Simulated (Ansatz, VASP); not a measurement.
## Al2BP3 in VASP and in Ansatz

Contents of POSCAR:

```
Al2BP3
1.0
    3.6565496871      0.0000000000      0.0000000000
   -1.8282748435      3.1666649192      0.0000000000
    0.0000000000      0.0000000000      9.1355759297
B Al P
1 2 3
Direct
    0.0000000000      0.0000000000      0.0065573311
    0.6666666667      0.3333333333      0.6794979474
    0.3333333333      0.6666666667      0.3226273278
    0.6666666667      0.3333333333      0.9388719397
    0.3333333333      0.6666666667      0.5798333975
    0.0000000000      0.0000000000      0.2226120566
```

File INCAR.step1:

```
  ALGO = Normal
  EDIFF = 1E-5
  ENCUT = 520
  GGA = PE
  ISIF = 2
  ISMEAR = 0
  LASPH = T
  LREAL = F
  LWAVE = T
  NBANDS = 21
  NELM = 100
  PREC = Accurate
  SIGMA = 0.01
```

File INCAR.step2:

```
  ALGO = Normal
  EDIFF = 1E-6
  ENCUT = 520
  GGA = PE
  HFSCREEN = 0.2079
  ISIF = 2
  ISMEAR = 0
  ISTART = 1
  LASPH = T
  LCHARG = T
  LELF = T
  LHFCALC = T
  LREAL = F
  LVHAR = T
  LWAVE = F
  NBANDS = 21
  NELM = 100
  PREC = Accurate
  PRECFOCK = Fast
  SIGMA = 0.01
```

The input KPOINTS:

```
k-points
0
Gamma
  6 6 2
```

Input for Ansatz:

```yaml
crystal:
  lattice:
    - [3.6565496871, 0.0, 0.0]
    - [-1.8282748435, 3.1666649192, 0.0]
    - [0.0, 0.0, 9.1355759297]
  atoms:
    - { symbol: B, position: [0.0, 0.0, 0.0065573311] }
    - { symbol: Al, position: [0.6666666667, 0.3333333333, 0.6794979474] }
    - { symbol: Al, position: [0.3333333333, 0.6666666667, 0.3226273278] }
    - { symbol: P, position: [0.6666666667, 0.3333333333, 0.9388719397] }
    - { symbol: P, position: [0.3333333333, 0.6666666667, 0.5798333975] }
    - { symbol: P, position: [0.0, 0.0, 0.2226120566] }
kpoints:
  mp_grid: { grid: [6, 6, 2] }
  band_path:
    path:
      - [0.0, 0.0, 0.0]
      - [0.5, 0.0, 0.0]
      - [0.3333333333, 0.3333333333, 0.0]
      - [0.0, 0.0, 0.5]
      - [0.5, 0.0, 0.5]
      - [0.3333333333, 0.3333333333, 0.5]
      - [0.0, 0.5, 0.0]
    npoints: 1
hamiltonian:
  xc: hse06
scf:
  occupations: { method: fixed }
  n_extra_bands: 5
output:
  forces: true
  stress: true
  eigenvalues: true
  write_density: true
  write_potential: true
  elf: true
  volumetric_format: npy
```

Alike in both runs: task single point; functional HSE06; k mesh 6 × 6 × 2; no spin polarisation.

|  | VASP | Ansatz |
| --- | --- | --- |
| version | VASP 6.6.1 | Ansatz 0.2.0 |
| potentials or method | VASP PAW PBE potentials, release 64 (B, Al, P) | plane waves, PAW |
| plane-wave cutoff (eV) | 520 | 420 |
| occupations | gaussian, width 0.01 eV | fixed |
| valence electrons in the cell | 24 | 24 |

```csv
,VASP,Ansatz,Ansatz less VASP
gap on the k mesh at the Fermi level (eV),1.74,1.74,-0.001
pressure (GPa),-0.9,-0.6,+0.30
"traceless stress, the component that is largest in VASP (GPa)",-0.02,0.05,+0.071
rms of the force components (eV/Å),0.033,0.035,+0.0023
```

Atom by atom the forces differ by 0.006 eV/Å (rms over components). Ansatz's warnings: stress exchange threshold loose, stress scf threshold loose.
